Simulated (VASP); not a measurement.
# MoS2 (P6_3/mmc) in VASP: notebook

MoS2 is run at these levels: RPBE, r2SCAN+D4; tasks: single point.

Everything below comes from runs of VASP 6.6.1. Logs are shortened: lines on timing, memory, paths and dates and some standing lists are left out, and cuts for length are marked.

**What was measured.**

From “Multiwavelength excitation Raman Scattering Analysis of bulk and 2 dimensional MoS2: Vibrational properties of atomically thin MoS2 layers”, 2015, arxiv:1506.03228, for a bulk crystal of MoS2 at 300 K: band gap 1.3 eV (indirect).

The runs below are set against these values where they give the same quantity.

## 1. The cell of the first run

The structure is hexagonal, space group P6_3/mmc (No. 194). The conventional cell has a = 3.210 Å, b = 3.210 Å, c = 16.081 Å, α = 90.00°, β = 90.00°, γ = 120.00°. Within 3.3 Å of Mo (site symmetry -6m2) lie 6 S at 2.42 Å and 6 Mo at 3.21 Å. S (site symmetry 3m) has 3 Mo at 2.42 Å and 7 S at 3.13 to 3.21 Å within 3.3 Å.

## 2. Single point, RPBE

Contents of INCAR:

```
SYSTEM = MoS2
PREC = Accurate
ENCUT = 520
EDIFF = 1E-6
ISMEAR = -1
SIGMA = 0.05
LREAL = .FALSE.
LASPH = .TRUE.
NELM = 60
ALGO = Normal
ISIF = 2
LWAVE = .FALSE.
LCHARG = .FALSE.
GGA = RP
NBANDS = 35
```

Contents of KPOINTS:

```
Automatic mesh
0
G
  10 10 3
  0 0 0
```

Contents of POSCAR:

```
MoS2
1.0
    3.2100466391      0.0000000000      0.0000000000
   -1.6050233195      2.7799819368      0.0000000000
    0.0000000000      0.0000000000     16.0808209187
Mo S
2 4
Direct
    0.6666666667      0.3333333333      0.7500000000
    0.3333333333      0.6666666667      0.2500000000
    0.6666666667      0.3333333333      0.3472529203
    0.3333333333      0.6666666667      0.8472529203
    0.6666666667      0.3333333333      0.1527470797
    0.3333333333      0.6666666667      0.6527470797
```

Potentials or basis: VASP PAW PBE potentials, release 64 (Mo_sv, S).

Launch:

```console
$ cat potpaw_PBE.64/Mo_sv/POTCAR potpaw_PBE.64/S/POTCAR > POTCAR
$ mpirun -np 1 vasp_std > vasp.out
```

OUTCAR:

```text
SYSTEM = MoS2
   PREC = Accurate
   ENCUT = 520
   EDIFF = 1E-6
   ISMEAR = -1
   LREAL = .FALSE.
   LASPH = .TRUE.
   NELM = 60
   ISIF = 2
   GGA = RP

 ion  position               nearest neighbor table
   1  0.667  0.333  0.750-   4 2.42   6 2.42   4 2.42   6 2.42   4 2.42   6 2.42
   2  0.333  0.667  0.250-   3 2.42   5 2.42   3 2.42   5 2.42   3 2.42   5 2.42
   3  0.667  0.333  0.347-   2 2.42   2 2.42   2 2.42
   4  0.333  0.667  0.847-   1 2.42   1 2.42   1 2.42
   5  0.667  0.333  0.153-   2 2.42   2 2.42   2 2.42
   6  0.333  0.667  0.653-   1 2.42   1 2.42   1 2.42

  LATTYP: Found a hexagonal cell.
 ALAT       =     3.2100466391
 C/A-ratio  =     5.0095287473

  Lattice vectors:

 A1 = (   3.2100466391,   0.0000000000,   0.0000000000)
 A2 = (  -1.6050233195,   2.7799819368,   0.0000000000)
 A3 = (   0.0000000000,   0.0000000000,  16.0808209187)

Analysis of symmetry for initial positions (statically):
=====================================================================
 Subroutine PRICEL returns:
 Original cell was already a primitive cell.

 Routine SETGRP: Setting up the symmetry group for a
 hexagonal supercell.

 Subroutine GETGRP returns: Found 24 space group operations
 (whereof 12 operations were pure point group operations)
 out of a pool of 24 trial point group operations.

The static configuration has the point symmetry D_3d.
 The point group associated with its full space group is D_6h.

Analysis of symmetry for dynamics (positions and initial velocities):
=====================================================================
 Subroutine PRICEL returns:
 Original cell was already a primitive cell.

 Routine SETGRP: Setting up the symmetry group for a
 hexagonal supercell.

 Subroutine GETGRP returns: Found 24 space group operations
 (whereof 12 operations were pure point group operations)
 out of a pool of 24 trial point group operations.

The dynamic configuration has the point symmetry D_3d.
 The point group associated with its full space group is D_6h.

 Subroutine INISYM returns: Found 24 space group operations
 (whereof 12 operations are pure point group operations),
 and found     1 'primitive' translations

----------------------------------------------------------------------------------------

                                     Primitive cell

  volume of cell :     143.5032

  direct lattice vectors                    reciprocal lattice vectors
     3.210046639  0.000000000  0.000000000     0.311521954  0.179857284  0.000000000
    -1.605023320  2.779981937  0.000000000     0.000000000  0.359714567  0.000000000
     0.000000000  0.000000000 16.080820919     0.000000000  0.000000000  0.062185880

  length of vectors
     3.210046639  3.210046639 16.080820919     0.359714567  0.359714567  0.062185880

  position of ions in fractional coordinates (direct lattice)
     0.666666667  0.333333333  0.750000000
     0.333333333  0.666666667  0.250000000
     0.666666667  0.333333333  0.347252920
     0.333333333  0.666666667  0.847252920
     0.666666667  0.333333333  0.152747080
     0.333333333  0.666666667  0.652747080

  ion indices of the primitive-cell ions
   primitive index   ion index
                 1           1
                 2           2
                 3           3
                 4           4
                 5           5
                 6           6

----------------------------------------------------------------------------------------

 KPOINTS: Automatic mesh

Automatic generation of k-mesh.
 Grid dimensions read from file:
 generate k-points for:   10   10    3

 Generating k-lattice:

  Cartesian coordinates                     Fractional coordinates (reciprocal lattice)
     0.031152195  0.017985728  0.000000000     0.100000000 -0.000000000  0.000000000
     0.000000000  0.035971457  0.000000000     0.000000000  0.100000000  0.000000000
     0.000000000  0.000000000  0.020728627     0.000000000  0.000000000  0.333333333

  Length of vectors
     0.035971457  0.035971457  0.020728627

  Shift w.r.t. Gamma in fractional coordinates (k-lattice)
     0.000000000  0.000000000  0.000000000

 Subroutine IBZKPT returns following result:
 ===========================================

 Found     28 irreducible k-points:

 Following reciprocal coordinates:
            Coordinates               Weight
  0.000000  0.000000  0.000000      1.000000
  0.100000  0.000000  0.000000      6.000000
  0.200000  0.000000  0.000000      6.000000
  0.300000 -0.000000  0.000000      6.000000
  0.400000 -0.000000  0.000000      6.000000
  0.500000 -0.000000  0.000000      3.000000
[... 16 lines left out ...]
  0.300000  0.100000  0.333333     24.000000
  0.400000  0.100000  0.333333     24.000000
 [... further k-points ...]
   k-points           NKPTS =     28   k-points in BZ     NKDIM =     28   number of bands    NBANDS=     35
   number of dos      NEDOS =    301   number of ions     NIONS =      6
   total plane-waves  NPLWV =  69120
   dimension x,y,z NGX =    24 NGY =   24 NGZ =  120
   dimension x,y,z NGXF=    48 NGYF=   48 NGZF=  240
   ions per type =               2   4
   NGX,Y,Z   is equivalent  to a cutoff of  12.43, 12.43, 12.41 a.u.
   NGXF,Y,Z  is equivalent  to a cutoff of  24.86, 24.86, 24.81 a.u.
 SYSTEM =  MoS2
   PREC   = accura    normal or accurate (medium, high low for compatibility)
   ISTART =      0    job   : 0-new  1-cont  2-samecut
   ICHARG =      2    charge: 1-file 2-atom 10-const
   ISPIN  =      1    spin polarized calculation?
   LNONCOLLINEAR =      F non collinear calculations
   LSORBIT =      F    spin-orbit coupling
   LASPH  =      T    aspherical Exc in radial PAW
   ENCUT  =  520.0 eV  38.22 Ry    6.18 a.u.   5.97  5.97 29.90*2*pi/ulx,y,z
   NELM   =     60;   NELMIN=  2; NELMDL= -5     # of ELM steps
   EDIFF  = 0.1E-05   stopping-criterion for ELM
   LREAL  =      F    real-space projection
   EDIFFG = 0.1E-04   stopping-criterion for IOM
   NSW    =      0    number of steps for IOM
   IBRION =     -1    ionic relax: 0-MD 1-quasi-New 2-CG
   NFREE  =      0    steps in history (QN), initial steepest desc. (CG)
   ISIF   =      2    stress and relaxation
   ISYM   =      2    0-nonsym 1-usesym 2-fastsym
   POTIM  = 0.5000    time-step for ionic-motion
   TEBEG  =    0.0;   TEEND  =   0.0 temperature during run
   PSTRESS=    0.0 pullay stress
   NELECT =      52.0000    total number of electrons
   NUPDOWN=      -1.0000    fix difference up-down
   EMIN   =  10.00;   EMAX   =-10.00  energy-range for DOS
   EFERMI =   0.00;   METHOD = LEGACY
   ISMEAR =    -1;   SIGMA  =   0.05  broadening in eV -4-tet -1-fermi 0-gaus
   EFERMI_NEDOS =   21; number of points for ismear=-14 and -15
   IALGO  =     38    algorithm
   IMIX   =      4    mixing-type and parameters
     AMIX     =   0.40;   BMIX     =  1.00
     AMIX_MAG =   1.60;   BMIX_MAG =  1.00
  volume/ion in A,a.u.               =      23.92       161.40
  Fermi-wavevector in a.u.,A,eV,Ry     =   1.167138  2.205570 18.533998  1.362210
  Thomas-Fermi vector in A             =   2.303642
   LORBIT       =      0    0 simple, 1 ext, 2 COOP (PROOUT), +10 PAW based schemes
   GGA     = RP    functional components
   LHFCALC =     F    Hartree Fock is set to
   AEXX    =    0.0000 exact exchange contribution
   IVDW    =     0    specifies the selected vdW correction
   LEPSILON=     F    determine dielectric tensor
   LRPA    =     F    only Hartree local field effects (RPA)
 non-spin polarized calculation
  energy-cutoff  :      520.00
  volume of cell :      143.50
 maximum number of plane-waves:      3904
 NGX is ok and might be reduce to    24
   NGX = 11   NGY = 11   NGZ = 59

 number of electron      52.0000005 magnetization

 Free energy of the ion-electron system (eV)
  ---------------------------------------------------
  ext. energy  EPLUGINS =         0.00000000
  ---------------------------------------------------
  free energy    TOTEN  =       -41.31687922 eV

  energy without entropy =      -41.31687920  energy(sigma->0) =      -41.31687921

 E-fermi :   4.5718     XC(G=0):  -8.6771

 val. band max:        3.8429987475   @ k =   0.0000   0.0000   0.0000
 cond. band min:       5.4171378283   @ k =   0.3000   0.3000   0.0000
 fundamental gap:      1.5741390808
 Fermi energy:         4.5718128675

 k-point     1 :       0.0000    0.0000    0.0000
  band No.  band energies     occupation
      1     -57.2244      2.00000
      2     -57.2244      2.00000
      3     -31.3392      2.00000
      4     -31.3392      2.00000
      5     -31.1684      2.00000
      6     -31.1684      2.00000
[... 27 lines left out ...]
     34       6.6194      0.00000
     35       9.2627      0.00000

 k-point     2 :       0.1000    0.0000    0.0000
  band No.  band energies     occupation
      1     -57.2213      2.00000
      2     -57.2213      2.00000
      3     -31.3329      2.00000
      4     -31.3329      2.00000
      5     -31.2013      2.00000
      6     -31.2013      2.00000
[... 27 lines left out ...]
     34       6.6214      0.00000
     35       9.6547      0.00000

 k-point     3 :       0.2000    0.0000    0.0000
  band No.  band energies     occupation
      1     -57.2130      2.00000
      2     -57.2130      2.00000
      3     -31.3161      2.00000
      4     -31.3161      2.00000
      5     -31.2867      2.00000
      6     -31.2867      2.00000
[... 27 lines left out ...]
     34       7.1292      0.00000
     35      10.1891      0.00000

 k-point     4 :       0.3000   -0.0000    0.0000
  band No.  band energies     occupation
      1     -57.2027      2.00000
      2     -57.2027      2.00000
      3     -31.3905      2.00000
      4     -31.3905      2.00000
      5     -31.2954      2.00000
      6     -31.2954      2.00000
[... 27 lines left out ...]
     34       7.5770      0.00000
     35      10.6227      0.00000

 k-point     5 :       0.4000   -0.0000    0.0000
  band No.  band energies     occupation
      1     -57.1944      2.00000
      2     -57.1944      2.00000
      3     -31.4733      2.00000
      4     -31.4733      2.00000
      5     -31.2786      2.00000
      6     -31.2786      2.00000
[... 638 lines left out ...]
 k-point    22 :       0.2000    0.1000    0.3333
  band No.  band energies     occupation
      1     -57.2063      2.00000
      2     -57.2063      2.00000
      3     -31.3468      2.00000
      4     -31.3468      2.00000
      5     -31.3026      2.00000
      6     -31.3026      2.00000
[... 27 lines left out ...]
     34       7.6066      0.00000
     35      10.6808      0.00000

 k-point    23 :       0.3000    0.1000    0.3333
  band No.  band energies     occupation
      1     -57.1970      2.00000
      2     -57.1970      2.00000
      3     -31.4341      2.00000
      4     -31.4341      2.00000
      5     -31.2838      2.00000
      6     -31.2838      2.00000
[... 27 lines left out ...]
     34       7.8966      0.00000
     35      11.0067      0.00000

 k-point    24 :       0.4000    0.1000    0.3333
  band No.  band energies     occupation
      1     -57.1913      2.00000
      2     -57.1913      2.00000
      3     -31.4874      2.00000
      4     -31.4874      2.00000
      5     -31.2722      2.00000
      6     -31.2722      2.00000
[... 27 lines left out ...]
     34       7.8487      0.00000
     35      10.2028      0.00000

 [... further k-points ...]

------------------------ aborting loop because EDIFF is reached ----------------------------------------

  FORCE on cell =-STRESS in cart. coord.  units (eV):
  Direction    XX          YY          ZZ          XY          YZ          ZX
  --------------------------------------------------------------------------------------
  -------------------------------------------------------------------------------------
  Total       -0.1365481     -0.1365481     -0.1407082     -0.0000000     -0.0000000      0.0000000
  in kB       -1.5245259     -1.5245259     -1.5709717     -0.0000000     -0.0000000      0.0000000
  external PRESSURE =      -1.5400078 kB  Pullay stress =       0.0000000 kB

 VOLUME and BASIS-vectors are now :
 -----------------------------------------------------------------------------
  energy-cutoff  :      520.00
  volume of cell :      143.50
      direct lattice vectors                 reciprocal lattice vectors
     3.210046639  0.000000000  0.000000000     0.311521954  0.179857284  0.000000000
    -1.605023320  2.779981937  0.000000000     0.000000000  0.359714567  0.000000000
     0.000000000  0.000000000 16.080820919     0.000000000  0.000000000  0.062185880

 POSITION                                       TOTAL-FORCE (eV/Angst)
 -----------------------------------------------------------------------------------
      1.60502      0.92666     12.06062         0.000000     -0.000000      0.000000
     -0.00000      1.85332      4.02021        -0.000000     -0.000000      0.000000
      1.60502      0.92666      5.58411        -0.000000      0.000000     -0.020940
     -0.00000      1.85332     13.62452         0.000000      0.000000     -0.020940
      1.60502      0.92666      2.45630        -0.000000     -0.000000      0.020940
     -0.00000      1.85332     10.49671         0.000000     -0.000000      0.020940
 -----------------------------------------------------------------------------------
    total drift:                               -0.000000      0.000000     -0.000000

  FREE ENERGIE OF THE ION-ELECTRON SYSTEM (eV)
  ---------------------------------------------------
  free  energy   TOTEN  =       -41.3168792210 eV

  energy  without entropy=      -41.3168792020  energy(sigma->0) =      -41.31687921
```

Wall time 89 s (1 thread of Intel Xeon 6975P-C (Granite Rapids), shared host); peak memory 0.3 GiB.

What came out:

| Quantity | Value |
| --- | --- |
| Free energy | -41.3169 eV |
| Pressure | -0.2 GPa |
| Largest force | 0.021 eV/Å |
| Band gap on the k mesh | 1.57 eV (least direct gap 1.85 eV) |

Forces on the atoms (eV/Å):
```
Mo   0.000  0.000  0.000
Mo   0.000  0.000  0.000
S    0.000  0.000 -0.021
S    0.000  0.000 -0.021
S    0.000  0.000  0.021
S    0.000  0.000  0.021
```

Levels at points of the mesh, in eV from the valence-band top:
| k point | band 24 | band 25 | band 26 | band 27 | band 28 | band 29 |
| --- | --- | --- | --- | --- | --- | --- |
| (0.00, 0.00, 0.00) | -1.67 | -0.20 | 0.00 | 2.53 | 2.53 | 2.54 |
| (0.50, 0.00, 0.00) | -1.18 | -0.76 | -0.76 | 2.01 | 2.01 | 2.51 |

Caveat: the PAW data sets were made with another functional, which shifts forces and pressure a little; an odd mesh through Γ misses points on the zone boundary, where band edges can lie; this functional lacks dispersion, which binds the layers, so the pressure and a relaxed spacing across them are unreliable.

## 3. Single point, r2SCAN+D4

This run uses another cell than the first one, of 16.79 Å³/atom.

Contents of POSCAR:

```
MoS2
1.0
    3.1043083785      0.0000000000      0.0000000000
   -1.5521541893      2.6884099170      0.0000000000
    0.0000000000      0.0000000000     12.0724192038
Mo S
2 4
Direct
    0.6666666667      0.3333333333      0.7500000000
    0.3333333333      0.6666666667      0.2500000000
    0.6666666667      0.3333333333      0.3770000000
    0.3333333333      0.6666666667      0.8770000000
    0.6666666667      0.3333333333      0.1230000000
    0.3333333333      0.6666666667      0.6230000000
```

Contents of INCAR.step1:

```
SYSTEM = MoS2
PREC = Accurate
ENCUT = 520
ISMEAR = -1
SIGMA = 0.05
LREAL = .FALSE.
LASPH = .TRUE.
NELM = 100
NBANDS = 35
GGA = PE
ALGO = Normal
EDIFF = 1E-4
LWAVE = .TRUE.
LCHARG = .FALSE.
```

Contents of INCAR.step2:

```
SYSTEM = MoS2
PREC = Accurate
ENCUT = 520
EDIFF = 1E-6
ISMEAR = -1
SIGMA = 0.05
LREAL = .FALSE.
LASPH = .TRUE.
NELM = 100
ALGO = Normal
ISIF = 2
LWAVE = .FALSE.
LCHARG = .FALSE.
METAGGA = R2SCAN
LMIXTAU = .TRUE.
IVDW = 13
VDW_S6 = 1.0
VDW_S8 = 0.6018749
VDW_A1 = 0.51559235
VDW_A2 = 5.77342911
NBANDS = 35
ISTART = 1
```

Contents of KPOINTS:

```
regular mesh
0
G
  10 10 3
  0 0 0
```

Potentials or basis: VASP PAW PBE potentials, release 64 (Mo_sv, S).

Launch:

```console
$ cat potpaw_PBE.64/Mo_sv/POTCAR potpaw_PBE.64/S/POTCAR > POTCAR
$ cp INCAR.step1 INCAR
$ mpirun -np 1 vasp_std > vasp.out
$ cp INCAR.step2 INCAR
$ mpirun -np 1 vasp_std > vasp.out
```

It took 2.7 min on 1 thread of Intel Xeon 6975P-C (Granite Rapids), shared host; peak memory 0.27 GiB.

The run converged. Its results:

| Item | Value |
| --- | --- |
| Free energy | -90.7842 eV |
| Pressure | 10.4 GPa |
| Largest force | 0.841 eV/Å |
| Band gap on the k mesh | 0.99 eV (least direct gap 2.16 eV) |
| Dispersion energy per atom | -0.164 eV |

Forces on the atoms (eV/Å):
```
Mo   0.000  0.000  0.000
Mo   0.000  0.000  0.000
S    0.000  0.000  0.841
S    0.000  0.000  0.841
S    0.000  0.000 -0.841
S    0.000  0.000 -0.841
```

Stress tensor (GPa, compression positive):
```
10.55  0.00  0.00
 0.00 10.55  0.00
 0.00  0.00 10.17
```

Levels at points of the mesh, in eV from the valence-band top:
```csv
k point,band 22,band 23,band 24,band 25,band 26,band 27,band 28,band 29,band 30,band 31
"(0.00, 0.00, 0.00)",-2.46,-2.46,-1.39,-1.36,0.00,2.33,2.33,2.36,2.36,2.55
"(0.50, 0.00, 0.00)",-2.82,-1.97,-1.74,-1.61,-1.48,1.82,1.87,2.24,2.56,3.25
```

Caveat: the cell stands under pressure; the PAW data sets were made with another functional, which shifts forces and pressure a little; an odd mesh through Γ misses points on the zone boundary, where band edges can lie.

[end of part 1 of 2]
